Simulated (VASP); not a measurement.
# CuI (F-43m) in VASP: a series of runs

CuI is run at these levels: HSE06; tasks: single point, relaxation of cell and atoms.

Program: VASP 6.6.1. These are calculated values, not measurements. Logs are shortened: lines on timing, memory, paths and dates and some standing lists are left out, and cuts for length are marked.

## Step 1: The cell of the first run

The structure is cubic, space group F-43m (No. 216). Conventional cell: a = 6.106 Å, b = 6.106 Å, c = 6.106 Å, α = 90.00°, β = 90.00°, γ = 90.00°. Within 3.5 Å of Cu (site symmetry -43m) lie 4 I at 2.64 Å. Within 3.5 Å of I (site symmetry -43m) lie 4 Cu at 2.64 Å.

## Step 2: Single point, HSE06

The input, POSCAR:

```
CuI
1.0
    0.0000000000      3.0528997550      3.0528997550
    3.0528997550      0.0000000000      3.0528997550
    3.0528997550      3.0528997550      0.0000000000
Cu I
1 1
Direct
    0.2500000000      0.2500000000      0.2500000000
    0.0000000000      0.0000000000      0.0000000000
```

The input, INCAR.step1:

```
  PREC = Accurate
  ENCUT = 520
  EDIFF = 1E-5
  ISMEAR = -1
  SIGMA = 0.02
  LREAL = False
  LASPH = True
  NELM = 60
  ALGO = Normal
  ISIF = 2
  LWAVE = True
  LCHARG = False
  GGA = PE
  NBANDS = 16
```

The input, INCAR.step2:

```
  PREC = Accurate
  ENCUT = 520
  EDIFF = 1E-6
  ISMEAR = -1
  SIGMA = 0.02
  LREAL = False
  LASPH = True
  NELM = 60
  ALGO = Normal
  ISIF = 2
  LWAVE = False
  LCHARG = False
  GGA = PE
  LHFCALC = True
  HFSCREEN = 0.2079
  PRECFOCK = Normal
  ISTART = 1
  NBANDS = 16
```

The input, KPOINTS:

```
Automatic mesh
0
Gamma
  4 4 4
```

Potentials or basis: VASP PAW PBE potentials, release 64 (Cu, I).

Started as:

```sh
$ cat potpaw_PBE.64/Cu/POTCAR potpaw_PBE.64/I/POTCAR > POTCAR
$ cp INCAR.step1 INCAR
$ mpirun -np 1 vasp_std > vasp.out
$ cp INCAR.step2 INCAR
$ mpirun -np 1 vasp_std > vasp.out
```

OUTCAR:

```text
PREC = Accurate
   ENCUT = 520
   EDIFF = 1E-6
   ISMEAR = -1
   LREAL = False
   LASPH = True
   NELM = 60
   ISIF = 2
   GGA = PE
   LHFCALC = True
   HFSCREEN = 0.2079
   PRECFOCK = Normal
   ISTART = 1

 ion  position               nearest neighbor table
   1  0.250  0.250  0.250-   2 2.64   2 2.64   2 2.64   2 2.64
   2  0.000  0.000  0.000-   1 2.64   1 2.64   1 2.64   1 2.64

  LATTYP: Found a face centered cubic cell.
 ALAT       =     6.1057995100

  Lattice vectors:

 A1 = (   0.0000000000,   3.0528997550,   3.0528997550)
 A2 = (   3.0528997550,   0.0000000000,   3.0528997550)
 A3 = (   3.0528997550,   3.0528997550,   0.0000000000)

Analysis of symmetry for initial positions (statically):
=====================================================================
 Subroutine PRICEL returns:
 Original cell was already a primitive cell.

 Routine SETGRP: Setting up the symmetry group for a
 face centered cubic supercell.

 Subroutine GETGRP returns: Found 24 space group operations
 (whereof 24 operations were pure point group operations)
 out of a pool of 48 trial point group operations.

The static configuration has the point symmetry T_d .

Analysis of symmetry for dynamics (positions and initial velocities):
=====================================================================
 Subroutine PRICEL returns:
 Original cell was already a primitive cell.

 Routine SETGRP: Setting up the symmetry group for a
 face centered cubic supercell.

 Subroutine GETGRP returns: Found 24 space group operations
 (whereof 24 operations were pure point group operations)
 out of a pool of 48 trial point group operations.

The dynamic configuration has the point symmetry T_d .

 Subroutine INISYM returns: Found 24 space group operations
 (whereof 24 operations are pure point group operations),
 and found     1 'primitive' translations

----------------------------------------------------------------------------------------

                                     Primitive cell
[... 72 lines left out ...]
   ENCUT  =  520.0 eV  38.22 Ry    6.18 a.u.   8.03  8.03  8.03*2*pi/ulx,y,z
   NELM   =     60;   NELMIN=  2; NELMDL=  0     # of ELM steps
   EDIFF  = 0.1E-05   stopping-criterion for ELM
   LREAL  =      F    real-space projection
   EDIFFG = 0.1E-04   stopping-criterion for IOM
   NSW    =      0    number of steps for IOM
   IBRION =     -1    ionic relax: 0-MD 1-quasi-New 2-CG
   NFREE  =      0    steps in history (QN), initial steepest desc. (CG)
   ISIF   =      2    stress and relaxation
   ISYM   =      3    0-nonsym 1-usesym 2-fastsym
   POTIM  = 0.5000    time-step for ionic-motion
   TEBEG  =    0.0;   TEEND  =   0.0 temperature during run
   PSTRESS=    0.0 pullay stress
   NELECT =      18.0000    total number of electrons
   NUPDOWN=      -1.0000    fix difference up-down
   EMIN   =  10.00;   EMAX   =-10.00  energy-range for DOS
   EFERMI =   0.00;   METHOD = LEGACY
   ISMEAR =    -1;   SIGMA  =   0.02  broadening in eV -4-tet -1-fermi 0-gaus
   EFERMI_NEDOS =   21; number of points for ismear=-14 and -15
   IALGO  =     38    algorithm
   IMIX   =      1    mixing-type and parameters
     AMIX     =   0.40;   BMIX     =  1.00
     AMIX_MAG =   1.60;   BMIX_MAG =  1.00
  volume/ion in A,a.u.               =      28.45       192.01
  Fermi-wavevector in a.u.,A,eV,Ry     =   1.115432  2.107861 16.928215  1.244189
  Thomas-Fermi vector in A             =   2.252037
   LORBIT       =      0    0 simple, 1 ext, 2 COOP (PROOUT), +10 PAW based schemes
   GGA     = PE    functional components
   LHFCALC =     T    Hartree Fock is set to
   PRECFOCK=normal    Normal, Fast or Accurate (Low or Medium for compatibility)
   ENCUT4O =  -1.0   cutoff for four orbital integrals eV
   NKREDX  =     1    reduce k-point grid by
   NKREDY  =     1    reduce k-point grid by
   NKREDZ  =     1    reduce k-point grid by
   AEXX    =    0.2500 exact exchange contribution
   HFSCREEN=    0.2079 screening length (either q_TF or 0.3 A-1)
   HFSCREENC=   0.2079 screening length for correlation (either q_TF or 0.3 A-1)
   ENCUTFOCK=  -1.0 apply spherical cutoff to Coloumb kernel
   IVDW    =     0    specifies the selected vdW correction
   LEPSILON=     F    determine dielectric tensor
   LRPA    =     F    only Hartree local field effects (RPA)
 non-spin polarized calculation
  energy-cutoff  :      520.00
  volume of cell :       56.91
 maximum number of plane-waves:      1540
  NGX = 28; NGY = 28; NGZ = 28

 number of electron      18.0000005 magnetization

 Free energy of the ion-electron system (eV)
  ---------------------------------------------------
  ext. energy  EPLUGINS =         0.00000000
  ---------------------------------------------------
  free energy    TOTEN  =        -6.43825133 eV

  energy without entropy =       -6.43825133  energy(sigma->0) =       -6.43825133

 E-fermi :   3.6990     XC(G=0):  -7.3339

 val. band max:        3.2406604605   @ k =   0.0000   0.0000   0.0000
 cond. band min:       5.7910679923   @ k =   0.0000   0.0000   0.0000
 fundamental gap:      2.5504075317
 Fermi energy:         3.6990212813

 k-point     1 :       0.0000    0.0000    0.0000
  band No.  band energies     occupation
      1     -11.3625      2.00000
      2      -0.6251      2.00000
      3      -0.6251      2.00000
      4      -0.6251      2.00000
      5       0.8588      2.00000
      6       0.8588      2.00000
[... 129 lines left out ...]
      3      -1.2227      2.00000
      4      -0.4563      2.00000
      5       0.7885      2.00000
      6       0.9613      2.00000
[... 8 lines left out ...]
     15      16.4356      0.00000
     16      16.7854      0.00000

------------------------ aborting loop because EDIFF is reached ----------------------------------------

  FORCE on cell =-STRESS in cart. coord.  units (eV):
  Direction    XX          YY          ZZ          XY          YZ          ZX
  --------------------------------------------------------------------------------------
  -------------------------------------------------------------------------------------
  Total       -0.0876441     -0.0876441     -0.0876441     -0.0000000     -0.0000000      0.0000000
  in kB       -2.4675475     -2.4675475     -2.4675475     -0.0000000     -0.0000000      0.0000000
  external PRESSURE =      -2.4675475 kB  Pullay stress =       0.0000000 kB

 VOLUME and BASIS-vectors are now :
 -----------------------------------------------------------------------------
  energy-cutoff  :      520.00
  volume of cell :       56.91
      direct lattice vectors                 reciprocal lattice vectors
     0.000000000  3.052899755  3.052899755    -0.163778715  0.163778715  0.163778715
     3.052899755  0.000000000  3.052899755     0.163778715 -0.163778715  0.163778715
     3.052899755  3.052899755  0.000000000     0.163778715  0.163778715 -0.163778715

 POSITION                                       TOTAL-FORCE (eV/Angst)
 -----------------------------------------------------------------------------------
      1.52645      1.52645      1.52645         0.000000      0.000000      0.000000
      0.00000      0.00000      0.00000        -0.000000     -0.000000     -0.000000
 -----------------------------------------------------------------------------------
    total drift:                               -0.000501     -0.000381     -0.000344

  FREE ENERGIE OF THE ION-ELECTRON SYSTEM (eV)
  ---------------------------------------------------
  free  energy   TOTEN  =        -6.4382513312 eV

  energy  without entropy=       -6.4382513312  energy(sigma->0) =       -6.43825133
```

Run time: 11 min. Hardware: 1 thread of Intel Xeon Platinum 8259CL at 2.50GHz (Skylake/Cascade Lake), shared host; peak memory 0.3 GiB.

What came out:

* Free energy: -6.4383 eV
* Pressure: -0.2 GPa
* Band gap on the k mesh: 2.55 eV

Levels at points of the mesh, in eV from the valence-band top:
```csv
k point,band 5,band 6,band 7,band 8,band 9,band 10,band 11,band 12,band 13,band 14
"(0.00, 0.00, 0.00)",-2.38,-2.38,0.00,0.00,0.00,2.55,6.34,6.34,6.34,9.85
"(0.50, 0.00, 0.00)",-2.36,-2.36,-2.31,-0.80,-0.80,3.59,6.83,6.83,8.79,10.70
"(0.50, 0.50, 0.00)",-2.38,-2.30,-2.19,-1.86,-1.86,3.95,4.29,10.72,11.46,11.46
```

Caveat: the k points lie up to 0.45 Å⁻¹ apart; the PAW data sets were made with another functional, which shifts forces and pressure a little; spin-orbit coupling is left out, which moves the levels of the heavy elements.

## Step 3: Relaxation of cell and atoms, HSE06

This run uses another cell than the first one, of 27.33 Å³/atom.

The input, POSCAR:

```
CuI
1.0
    0.0000000000      3.0120426902      3.0120426902
    3.0120426902      0.0000000000      3.0120426902
    3.0120426902      3.0120426902      0.0000000000
Cu I
1 1
Direct
    0.2500000000      0.2500000000      0.2500000000
    0.0000000000      0.0000000000      0.0000000000
```

The input, INCAR.step1:

```
PREC = Accurate
ENCUT = 600
EDIFF = 1E-5
ISMEAR = -1
SIGMA = 0.02
LREAL = False
LASPH = True
NELM = 80
ALGO = Normal
LWAVE = True
LCHARG = False
GGA = PE
NBANDS = 16
```

The input, INCAR.step2:

```
PREC = Accurate
ENCUT = 600
EDIFF = 1E-7
ISMEAR = -1
SIGMA = 0.02
LREAL = False
LASPH = True
NELM = 80
ALGO = Normal
ISIF = 3
LWAVE = False
LCHARG = False
GGA = PE
LHFCALC = True
HFSCREEN = 0.2079
PRECFOCK = Normal
IBRION = 2
NSW = 80
EDIFFG = -0.005
ISTART = 1
```

KPOINTS is that of step 2.

Potentials or basis: VASP PAW PBE potentials, release 64 (Cu, I).

Started as:

```sh
$ cat potpaw_PBE.64/Cu/POTCAR potpaw_PBE.64/I/POTCAR > POTCAR
$ cp INCAR.step1 INCAR
$ mpirun -np 1 vasp_std > vasp.out
$ cp INCAR.step2 INCAR
$ mpirun -np 1 vasp_std > vasp.out
```

It took 36 min on 1 thread of Intel Xeon Platinum 8259CL at 2.50GHz (Skylake/Cascade Lake), shared host; peak memory 0.33 GiB.

The run converged. Its results:

| Property | Result |
| --- | --- |
| Free energy | -6.4383 eV |
| Relaxed volume | 28.38 Å³/atom |
| Relaxed cell | a = 4.314 Å, b = 4.314 Å, c = 4.314 Å, α = 60.00°, β = 60.00°, γ = 60.00° |
| Space group after relaxing (to 0.1 Å) | F-43m (No. 216) |
| Energy gained by relaxing | 5.0 meV/atom |
| Ionic steps | 3 |
| Pressure after relaxing | 0.0 GPa |
| Band gap on the k mesh | 2.56 eV |

Step by step:
| step | energy change (eV) | largest force (eV/Å) | pressure (GPa) | volume (Å³) |
| --- | --- | --- | --- | --- |
| 1 | 0.0000 | 0.0000 | 1.47 | 54.65 |
| 2 | -0.0100 | 0.0000 | 0.08 | 56.66 |
| 3 | -0.0100 | 0.0000 | 0.00 | 56.76 |

Final structure:
```cif
data_structure
_symmetry_space_group_name_H-M 'P 1'
_symmetry_Int_Tables_number 1
_cell_length_a 4.3138
_cell_length_b 4.3138
_cell_length_c 4.3138
_cell_angle_alpha 60.000
_cell_angle_beta 60.000
_cell_angle_gamma 60.000
_cell_volume 56.76
loop_
_atom_site_label
_atom_site_type_symbol
_atom_site_fract_x
_atom_site_fract_y
_atom_site_fract_z
_atom_site_occupancy
Cu1 Cu 0.25000 0.25000 0.25000 1
I1 I 0.00000 0.00000 0.00000 1
```

Levels at points of the mesh, in eV from the valence-band top:
```csv
k point,band 6,band 7,band 8,band 9,band 10,band 11,band 12,band 13
"(0.00, 0.00, 0.00)",-2.39,0.00,0.00,0.00,2.56,6.33,6.33,6.33
"(0.50, 0.00, 0.00)",-2.37,-2.32,-0.80,-0.80,3.59,6.83,6.83,8.80
"(0.50, 0.50, 0.00)",-2.32,-2.20,-1.87,-1.87,3.94,4.29,10.74,11.47
```

Caveat: the k points lie up to 0.45 Å⁻¹ apart in the final cell; the PAW data sets were made with another functional, which shifts forces and pressure a little; spin-orbit coupling is left out, which moves the levels of the heavy elements. Zero-point motion and thermal expansion aren't in these numbers.
